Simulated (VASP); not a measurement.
# AgCl (Immm) in VASP: further runs, part 2 of 3

VASP 6.6.1. The steps go on from the part before.

## (3) Single point, r2SCAN (strain +0.0100 x Voigt [0, 0, 0, 1, 0, 0])

The input, POSCAR:

```
AgCl
1.0
    0.0000000000      2.7870157500      2.7870157500
    2.7731500000      0.0138657500      2.7731500000
    2.7731500000      2.7731500000      0.0138657500
Ag Cl
1 1
Direct
    0.5000000000      0.5000000000      0.5000000000
    0.0000000000      0.0000000000      0.0000000000
```

The input, INCAR.step1:

```
  PREC = Accurate
  ENCUT = 550
  ISMEAR = 0
  SIGMA = 0.05
  LREAL = F
  LASPH = T
  NELM = 120
  NBANDS = 16
  GGA = PE
  ALGO = Normal
  EDIFF = 1E-5
  LWAVE = T
  LCHARG = F
  GGA_COMPAT = F
```

The input, INCAR.step2:

```
  PREC = Accurate
  ENCUT = 550
  EDIFF = 1E-6
  ISMEAR = 0
  SIGMA = 0.05
  LREAL = F
  LASPH = T
  NELM = 120
  ALGO = Normal
  ISIF = 2
  LWAVE = F
  LCHARG = T
  METAGGA = R2SCAN
  LMIXTAU = T
  LELF = T
  LVHAR = T
  NBANDS = 16
  ISTART = 1
  GGA_COMPAT = F
```

The input, KPOINTS:

```
regular mesh
0
Gamma
  8 8 8
```

Potentials or basis: VASP PAW PBE potentials, release 64 (Ag, Cl).

Run with:

```sh
$ cat potpaw_PBE.64/Ag/POTCAR potpaw_PBE.64/Cl/POTCAR > POTCAR
$ cp INCAR.step1 INCAR
$ mpirun -np 1 vasp_std > vasp.out
$ cp INCAR.step2 INCAR
$ mpirun -np 1 vasp_std > vasp.out
```

OUTCAR:

```text
PREC = Accurate
   ENCUT = 550
   EDIFF = 1E-6
   ISMEAR = 0
   LREAL = F
   LASPH = T
   NELM = 120
   ISIF = 2
   METAGGA = R2SCAN
   ISTART = 1

 ion  position               nearest neighbor table
   1  0.500  0.500  0.500-   2 2.77   2 2.77   2 2.77   2 2.77   2 2.77   2 2.77
   2  0.000  0.000  0.000-   1 2.77   1 2.77   1 2.77   1 2.77   1 2.77   1 2.77

  LATTYP: Found a body centered orthorhombic cell.
 ALAT       =     3.9022172088
 B/A-ratio  =     1.0100502513
 C/A-ratio  =     1.4213201632

  Lattice vectors:

 A1 = (  -2.7731500000,   2.7731500000,   0.0138657500)
 A2 = (  -2.7731500000,  -2.7731500000,  -0.0138657500)
 A3 = (   2.7731500000,   0.0138657500,   2.7731500000)

Analysis of symmetry for initial positions (statically):
=====================================================================
 Subroutine PRICEL returns:
 Original cell was already a primitive cell.

 Routine SETGRP: Setting up the symmetry group for a
 body centered orthorhombic supercell.

 Subroutine GETGRP returns: Found  8 space group operations
 (whereof  8 operations were pure point group operations)
 out of a pool of  8 trial point group operations.

The static configuration has the point symmetry D_2h.

Analysis of symmetry for dynamics (positions and initial velocities):
=====================================================================
 Subroutine PRICEL returns:
 Original cell was already a primitive cell.

 Routine SETGRP: Setting up the symmetry group for a
 body centered orthorhombic supercell.

 Subroutine GETGRP returns: Found  8 space group operations
 (whereof  8 operations were pure point group operations)
 out of a pool of  8 trial point group operations.

The dynamic configuration has the point symmetry D_2h.

 Subroutine INISYM returns: Found  8 space group operations
 (whereof  8 operations are pure point group operations),
 and found     1 'primitive' translations
[... 105 lines left out ...]
   PSTRESS=    0.0 pullay stress
   NELECT =      18.0000    total number of electrons
   NUPDOWN=      -1.0000    fix difference up-down
   EMIN   =  10.00;   EMAX   =-10.00  energy-range for DOS
   EFERMI =   0.00;   METHOD = LEGACY
   ISMEAR =     0;   SIGMA  =   0.05  broadening in eV -4-tet -1-fermi 0-gaus
   EFERMI_NEDOS =   21; number of points for ismear=-14 and -15
   IALGO  =     38    algorithm
   IMIX   =      4    mixing-type and parameters
     AMIX     =   0.40;   BMIX     =  1.00
     AMIX_MAG =   1.60;   BMIX_MAG =  1.00
  volume/ion in A,a.u.               =      21.33       143.91
  Fermi-wavevector in a.u.,A,eV,Ry     =   1.227965  2.320517 20.516192  1.507898
  Thomas-Fermi vector in A             =   2.362908
   LORBIT       =      0    0 simple, 1 ext, 2 COOP (PROOUT), +10 PAW based schemes
   METAGGA = R2SCAN    functional components
   LHFCALC =     F    Hartree Fock is set to
   AEXX    =    0.0000 exact exchange contribution
   IVDW    =     0    specifies the selected vdW correction
   LEPSILON=     F    determine dielectric tensor
   LRPA    =     F    only Hartree local field effects (RPA)
 non-spin polarized calculation
 Gauss-broadening in eV      SIGMA  =   0.05
  energy-cutoff  :      550.00
  volume of cell :       42.65
 maximum number of plane-waves:      1271
   NGX = 15   NGY = 15   NGZ = 15

 number of electron      18.0000005 magnetization

 Free energy of the ion-electron system (eV)
  ---------------------------------------------------
  ext. energy  EPLUGINS =         0.00000000
  ---------------------------------------------------
  free energy    TOTEN  =       -28.64326154 eV

  energy without entropy =      -28.64326154  energy(sigma->0) =      -28.64326154

 E-fermi :   3.7654     XC(G=0): -10.5081

 val. band max:        3.5461242547   @ k =   0.0000   0.5000   0.0000
 cond. band min:       4.9595476903   @ k =   0.0000   0.0000   0.0000
 fundamental gap:      1.4134234356
 Fermi energy:         3.7653870324

 k-point     1 :       0.0000    0.0000    0.0000
  band No.  band energies     occupation
      1     -12.2760      2.00000
      2       1.0703      2.00000
      3       1.0919      2.00000
      4       1.0975      2.00000
      5       1.1035      2.00000
      6       1.1118      2.00000
[... 433 lines left out ...]
      3      -0.0622      2.00000
      4       0.0425      2.00000
      5       1.0414      2.00000
      6       1.4381      2.00000
[... 8 lines left out ...]
     15      18.8605      0.00000
     16      19.9905      0.00000

 [... further k-points ...]
[... 5 lines left out ...]
  --------------------------------------------------------------------------------------
  -------------------------------------------------------------------------------------
  Total       -0.0281361     -0.0277924     -0.0277924      0.0000000     -0.0145092      0.0000000
  in kB       -1.0569048     -1.0439913     -1.0439913      0.0000000     -0.5450236      0.0000000
  external PRESSURE =      -1.0482958 kB  Pullay stress =       0.0000000 kB

 VOLUME and BASIS-vectors are now :
 -----------------------------------------------------------------------------
  energy-cutoff  :      550.00
  volume of cell :       42.65
      direct lattice vectors                 reciprocal lattice vectors
     0.000000000  2.787015750  2.787015750    -0.180300380  0.179403364  0.179403364
     2.773150000  0.013865750  2.773150000     0.180300380 -0.181206412  0.181206412
     2.773150000  2.773150000  0.013865750     0.180300380  0.181206412 -0.181206412

 POSITION                                       TOTAL-FORCE (eV/Angst)
 -----------------------------------------------------------------------------------
      2.77315      2.78702      2.78702         0.000000     -0.000000     -0.000000
      0.00000      0.00000      0.00000         0.000000      0.000000      0.000000
 -----------------------------------------------------------------------------------
    total drift:                                0.000000      0.000000      0.000000

  FREE ENERGIE OF THE ION-ELECTRON SYSTEM (eV)
  ---------------------------------------------------
  free  energy   TOTEN  =       -28.6432615395 eV

  energy  without entropy=      -28.6432615395  energy(sigma->0) =      -28.64326154
```

OUTCAR.step1:

```text
PREC = Accurate
   ENCUT = 550
   ISMEAR = 0
   LREAL = F
   LASPH = T
[... 678 lines left out ...]
 -----------------------------------------------------------------------------------
      2.77315      2.78702      2.78702         0.000000     -0.000000      0.000000
      0.00000      0.00000      0.00000         0.000000      0.000000     -0.000000
 -----------------------------------------------------------------------------------
    total drift:                                0.000000      0.000000      0.000000

  FREE ENERGIE OF THE ION-ELECTRON SYSTEM (eV)
  ---------------------------------------------------
  free  energy   TOTEN  =        -5.3941726468 eV

  energy  without entropy=       -5.3941726468  energy(sigma->0) =       -5.39417265
```

OSZICAR.step1:

```text
N       E                     dE             d eps       ncg     rms          rms(c)
DAV:   1     0.938604102212E+02    0.93860E+02   -0.88661E+03  3040   0.106E+03
DAV:   2    -0.239939068850E+01   -0.96260E+02   -0.87914E+02  3888   0.220E+02
DAV:   3    -0.556148882225E+01   -0.31621E+01   -0.31536E+01  3816   0.405E+01
DAV:   4    -0.557740175281E+01   -0.15913E-01   -0.15912E-01  3896   0.332E+00
DAV:   5    -0.557757772183E+01   -0.17597E-03   -0.17597E-03  3768   0.345E-01    0.616E+00
DAV:   6    -0.539866144570E+01    0.17892E+00   -0.24637E-01  3864   0.643E+00    0.399E+00
DAV:   7    -0.539470845601E+01    0.39530E-02   -0.95872E-02  3728   0.206E+00    0.197E+00
DAV:   8    -0.539402715853E+01    0.68130E-03   -0.46488E-03  3528   0.704E-01    0.307E-01
DAV:   9    -0.539410369650E+01   -0.76538E-04   -0.49786E-04  3824   0.278E-01    0.385E-02
DAV:  10    -0.539416873855E+01   -0.65042E-04   -0.92388E-05  3704   0.852E-02    0.297E-02
DAV:  11    -0.539417264678E+01   -0.39082E-05   -0.44578E-06  3080   0.152E-02
   1 F= -.53941726E+01 E0= -.53941726E+01  d E =-.148506E-13
```

Wall time 2.1 min (1 thread of Intel Xeon 6975P-C (Granite Rapids), shared host); peak memory 0.21 GiB.

What came out:

- Free energy: -28.6433 eV
- Pressure: -0.1 GPa
- Band gap on the k mesh: 1.41 eV, indirect (least direct gap 3.69 eV)

Levels at points of the mesh, in eV from the valence-band top:
| k point | band 6 | band 7 | band 8 | band 9 | band 10 | band 11 | band 12 | band 13 |
| --- | --- | --- | --- | --- | --- | --- | --- | --- |
| (0.00, 0.00, 0.00) | -2.43 | -2.43 | -2.39 | -2.39 | 1.41 | 11.27 | 11.33 | 11.39 |
| (0.50, 0.00, 0.00) | -2.08 | -1.77 | -0.02 | -0.01 | 4.72 | 7.13 | 8.27 | 8.33 |
| (0.00, 0.50, 0.00) | -2.07 | -1.75 | -0.01 | 0.00 | 4.68 | 7.18 | 8.20 | 8.26 |
| (0.50, 0.50, 0.00) | -2.21 | -1.96 | -1.96 | -1.85 | 2.92 | 8.34 | 9.23 | 12.33 |
| (0.00, 0.50, 0.50) | -2.21 | -1.96 | -1.96 | -1.85 | 2.92 | 8.34 | 9.23 | 12.29 |

Caveat: the cell differs from its parent crystal (strain +0.0100 x Voigt [0, 0, 0, 1, 0, 0]); the PAW data sets were made with another functional, which shifts forces and pressure a little. A k mesh can miss the band edges.

## (4) Single point, r2SCAN (strain +0.0350 x Voigt [0, 0, 0, 1, 0, 0])

The input, POSCAR:

```
AgCl
1.0
    0.0000000000      2.8216801250      2.8216801250
    2.7731500000      0.0485301250      2.7731500000
    2.7731500000      2.7731500000      0.0485301250
Ag Cl
1 1
Direct
    0.5000000000      0.5000000000      0.5000000000
    0.0000000000      0.0000000000      0.0000000000
```

The input, INCAR.step1:

```
SYSTEM = AgCl
ALGO = Normal
EDIFF = 1E-5
ENCUT = 550
GGA = PE
GGA_COMPAT = .False.
ISMEAR = 0
LASPH = .True.
LCHARG = .False.
LREAL = .False.
LWAVE = .True.
NBANDS = 16
NELM = 120
PREC = Accurate
SIGMA = 0.05
```

The input, INCAR.step2:

```
SYSTEM = AgCl
ALGO = Normal
EDIFF = 1E-6
ENCUT = 550
GGA_COMPAT = .False.
ISIF = 2
ISMEAR = 0
ISTART = 1
LASPH = .True.
LCHARG = .False.
LMIXTAU = .True.
LREAL = .False.
LWAVE = .False.
METAGGA = R2SCAN
NBANDS = 16
NELM = 120
PREC = Accurate
SIGMA = 0.05
```

The input, KPOINTS:

```
k-points
0
Gamma
  8 8 8
  0 0 0
```

Run with:

```sh
$ cat potpaw_PBE.64/Ag/POTCAR potpaw_PBE.64/Cl/POTCAR > POTCAR
$ cp INCAR.step1 INCAR
$ mpirun -np 1 vasp_std > vasp.out
$ cp INCAR.step2 INCAR
$ mpirun -np 1 vasp_std > vasp.out
```

Run time: 1.8 min. Hardware: 1 thread of Intel Xeon 6975P-C (Granite Rapids), shared host; peak memory 0.22 GiB.

It converged, with:

| Quantity | Value |
| --- | --- |
| Free energy | -28.6424 eV |
| Pressure | -0.1 GPa |
| Band gap on the k mesh | 1.39 eV, indirect (least direct gap 3.67 eV) |

Stress tensor (GPa, compression positive):
```
-0.12  0.00  0.00
 0.00 -0.11 -0.19
 0.00 -0.19 -0.11
```

Levels at points of the mesh, in eV from the valence-band top:
```tsv
k point	band 7	band 8	band 9	band 10	band 11	band 12
(0.00, 0.00, 0.00)	-2.41	-2.41	-2.39	1.39	11.10	11.30
(0.50, 0.00, 0.00)	-1.81	-0.07	-0.03	4.74	7.04	8.26
(0.00, 0.50, 0.00)	-1.76	-0.04	0.00	4.61	7.21	8.03
(0.50, 0.50, 0.00)	-1.99	-1.99	-1.88	2.90	8.32	9.18
(0.00, 0.50, 0.50)	-1.99	-1.98	-1.88	2.89	8.33	9.21
```

Caveat: the cell differs from its parent crystal (strain +0.0350 x Voigt [0, 0, 0, 1, 0, 0]); the PAW data sets were made with another functional, which shifts forces and pressure a little. A k mesh can miss the band edges.

## (5) Single point, r2SCAN (strain +0.0250 x Voigt [0, 0, 0, 1, 0, 0])

The input, POSCAR:

```
AgCl
1.0
    0.0000000000      2.8078143750      2.8078143750
    2.7731500000      0.0346643750      2.7731500000
    2.7731500000      2.7731500000      0.0346643750
Ag Cl
1 1
Direct
    0.5000000000      0.5000000000      0.5000000000
    0.0000000000      0.0000000000      0.0000000000
```

The input, INCAR.step1:

```
SYSTEM = AgCl
PREC = Accurate ; ENCUT = 550
ISMEAR = 0 ; SIGMA = 0.05
LREAL = .False. ; LASPH = .True.
NELM = 120 ; NBANDS = 16
GGA = PE ; ALGO = Normal
EDIFF = 1E-5 ; LWAVE = .True.
LCHARG = .False. ; GGA_COMPAT = .False.
```

The input, INCAR.step2:

```
SYSTEM = AgCl
PREC = Accurate ; ENCUT = 550
EDIFF = 1E-6 ; ISMEAR = 0
SIGMA = 0.05 ; LREAL = .False.
LASPH = .True. ; NELM = 120
ALGO = Normal ; ISIF = 2
LWAVE = .False. ; LCHARG = .False.
METAGGA = R2SCAN ; LMIXTAU = .True.
NBANDS = 16 ; ISTART = 1
GGA_COMPAT = .False.
```

The input, KPOINTS:

```
regular mesh
0
Gamma
  8 8 8
  0 0 0
```

Potentials or basis: VASP PAW PBE potentials, release 64 (Ag, Cl).

Run with:

```sh
$ cat potpaw_PBE.64/Ag/POTCAR potpaw_PBE.64/Cl/POTCAR > POTCAR
$ cp INCAR.step1 INCAR
$ mpirun -np 1 vasp_std > vasp.out
$ cp INCAR.step2 INCAR
$ mpirun -np 1 vasp_std > vasp.out
```

OUTCAR:

```text
SYSTEM = AgCl
   PREC = Accurate
   ENCUT = 550
   EDIFF = 1E-6
   ISMEAR = 0
   LREAL = .False.
   LASPH = .True.
   NELM = 120
   ISIF = 2
   METAGGA = R2SCAN
   ISTART = 1

 ion  position               nearest neighbor table
   1  0.500  0.500  0.500-   2 2.77   2 2.77   2 2.77   2 2.77   2 2.77   2 2.77
   2  0.000  0.000  0.000-   1 2.77   1 2.77   1 2.77   1 2.77   1 2.77   1 2.77

  LATTYP: Found a body centered orthorhombic cell.
 ALAT       =     3.8728035112
 B/A-ratio  =     1.0253164557
 C/A-ratio  =     1.4321149999

  Lattice vectors:

 A1 = (  -2.7731500000,   2.7731500000,   0.0346643750)
 A2 = (  -2.7731500000,  -2.7731500000,  -0.0346643750)
 A3 = (   2.7731500000,   0.0346643750,   2.7731500000)

Analysis of symmetry for initial positions (statically):
=====================================================================
 Subroutine PRICEL returns:
 Original cell was already a primitive cell.

 Routine SETGRP: Setting up the symmetry group for a
 body centered orthorhombic supercell.

 Subroutine GETGRP returns: Found  8 space group operations
 (whereof  8 operations were pure point group operations)
 out of a pool of  8 trial point group operations.

The static configuration has the point symmetry D_2h.

Analysis of symmetry for dynamics (positions and initial velocities):
=====================================================================
 Subroutine PRICEL returns:
 Original cell was already a primitive cell.

 Routine SETGRP: Setting up the symmetry group for a
 body centered orthorhombic supercell.

 Subroutine GETGRP returns: Found  8 space group operations
 (whereof  8 operations were pure point group operations)
 out of a pool of  8 trial point group operations.

The dynamic configuration has the point symmetry D_2h.

 Subroutine INISYM returns: Found  8 space group operations
 (whereof  8 operations are pure point group operations),
 and found     1 'primitive' translations

[... 105 lines left out ...]
   NELECT =      18.0000    total number of electrons
   NUPDOWN=      -1.0000    fix difference up-down
   EMIN   =  10.00;   EMAX   =-10.00  energy-range for DOS
   EFERMI =   0.00;   METHOD = LEGACY
   ISMEAR =     0;   SIGMA  =   0.05  broadening in eV -4-tet -1-fermi 0-gaus
   EFERMI_NEDOS =   21; number of points for ismear=-14 and -15
   IALGO  =     38    algorithm
   IMIX   =      4    mixing-type and parameters
     AMIX     =   0.40;   BMIX     =  1.00
     AMIX_MAG =   1.60;   BMIX_MAG =  1.00
  volume/ion in A,a.u.               =      21.32       143.90
  Fermi-wavevector in a.u.,A,eV,Ry     =   1.228019  2.320619 20.517988  1.508030
  Thomas-Fermi vector in A             =   2.362960
   LORBIT       =      0    0 simple, 1 ext, 2 COOP (PROOUT), +10 PAW based schemes
   METAGGA = R2SCAN    functional components
   LHFCALC =     F    Hartree Fock is set to
   AEXX    =    0.0000 exact exchange contribution
   IVDW    =     0    specifies the selected vdW correction
   LEPSILON=     F    determine dielectric tensor
   LRPA    =     F    only Hartree local field effects (RPA)
 non-spin polarized calculation
 Gauss-broadening in eV      SIGMA  =   0.05
  energy-cutoff  :      550.00
  volume of cell :       42.65
 maximum number of plane-waves:      1269
   NGX = 15   NGY = 15   NGZ = 15

 number of electron      18.0000003 magnetization

 Free energy of the ion-electron system (eV)
  ---------------------------------------------------
  ext. energy  EPLUGINS =         0.00000000
  ---------------------------------------------------
  free energy    TOTEN  =       -28.64287808 eV

  energy without entropy =      -28.64287808  energy(sigma->0) =      -28.64287808

 E-fermi :   3.8579     XC(G=0): -10.5090

 val. band max:        3.5606962475   @ k =   0.0000   0.5000  -0.0000
 cond. band min:       4.9593410220   @ k =   0.0000   0.0000   0.0000
 fundamental gap:      1.3986447745
 Fermi energy:         3.8579380039

 k-point     1 :       0.0000    0.0000    0.0000
  band No.  band energies     occupation
      1     -12.2746      2.00000
      2       1.0400      2.00000
      3       1.0874      2.00000
      4       1.0927      2.00000
      5       1.0985      2.00000
      6       1.1231      2.00000
[... 433 lines left out ...]
      3      -0.0649      2.00000
      4       0.0411      2.00000
      5       1.0378      2.00000
      6       1.4412      2.00000
[... 8 lines left out ...]
     15      18.8722      0.00000
     16      19.9542      0.00000

 [... further k-points ...]
[... 5 lines left out ...]
  --------------------------------------------------------------------------------------
  -------------------------------------------------------------------------------------
  Total       -0.0303611     -0.0282010     -0.0282010      0.0000000     -0.0364526      0.0000000
  in kB       -1.1406311     -1.0594797     -1.0594797      0.0000000     -1.3694848      0.0000000
  external PRESSURE =      -1.0865302 kB  Pullay stress =       0.0000000 kB

 VOLUME and BASIS-vectors are now :
 -----------------------------------------------------------------------------
  energy-cutoff  :      550.00
  volume of cell :       42.65
      direct lattice vectors                 reciprocal lattice vectors
     0.000000000  2.807814375  2.807814375    -0.180300380  0.178074450  0.178074450
     2.773150000  0.034664375  2.773150000     0.180300380 -0.182582664  0.182582664
     2.773150000  2.773150000  0.034664375     0.180300380  0.182582664 -0.182582664

 POSITION                                       TOTAL-FORCE (eV/Angst)
 -----------------------------------------------------------------------------------
      2.77315      2.80781      2.80781         0.000000      0.000000     -0.000000
      0.00000      0.00000      0.00000        -0.000000     -0.000000      0.000000
 -----------------------------------------------------------------------------------
    total drift:                                0.000000      0.000000      0.000000

  FREE ENERGIE OF THE ION-ELECTRON SYSTEM (eV)
  ---------------------------------------------------
  free  energy   TOTEN  =       -28.6428780834 eV

  energy  without entropy=      -28.6428780834  energy(sigma->0) =      -28.64287808
```

OSZICAR.step1:

```text
N       E                     dE             d eps       ncg     rms          rms(c)
DAV:   1     0.934325724290E+02    0.93433E+02   -0.89262E+03  3040   0.106E+03
DAV:   2    -0.242806392935E+01   -0.95861E+02   -0.87647E+02  3760   0.220E+02
DAV:   3    -0.556157529731E+01   -0.31335E+01   -0.31242E+01  3808   0.403E+01
DAV:   4    -0.557725607354E+01   -0.15681E-01   -0.15679E-01  3896   0.328E+00
DAV:   5    -0.557742790649E+01   -0.17183E-03   -0.17183E-03  3736   0.342E-01    0.616E+00
DAV:   6    -0.539827132457E+01    0.17916E+00   -0.24686E-01  3928   0.644E+00    0.398E+00
DAV:   7    -0.539428664461E+01    0.39847E-02   -0.95874E-02  3728   0.206E+00    0.197E+00
DAV:   8    -0.539359767052E+01    0.68897E-03   -0.46572E-03  3632   0.704E-01    0.303E-01
DAV:   9    -0.539367346190E+01   -0.75791E-04   -0.49441E-04  3824   0.277E-01    0.384E-02
DAV:  10    -0.539373858392E+01   -0.65122E-04   -0.92442E-05  3800   0.852E-02    0.302E-02
DAV:  11    -0.539374235963E+01   -0.37757E-05   -0.43322E-06  3016   0.150E-02
   1 F= -.53937424E+01 E0= -.53937424E+01  d E =-.595168E-14
```

It took 2.1 min on 1 thread of Intel Xeon 6975P-C (Granite Rapids), shared host; peak memory 0.22 GiB.

What came out:

```yaml
Free_energy: -28.6429 eV
Pressure: -0.1 GPa
Band_gap_on_the_k_mesh: 1.40 eV, indirect (least direct gap 3.68 eV)
```

Stress tensor (GPa, compression positive):
```
-0.11  0.00  0.00
 0.00 -0.11 -0.14
 0.00 -0.14 -0.11
```

Caveat: the cell differs from its parent crystal (strain +0.0250 x Voigt [0, 0, 0, 1, 0, 0]); the PAW data sets were made with another functional, which shifts forces and pressure a little. A k mesh can miss the band edges.

(Part 2 of 3 ends here.)
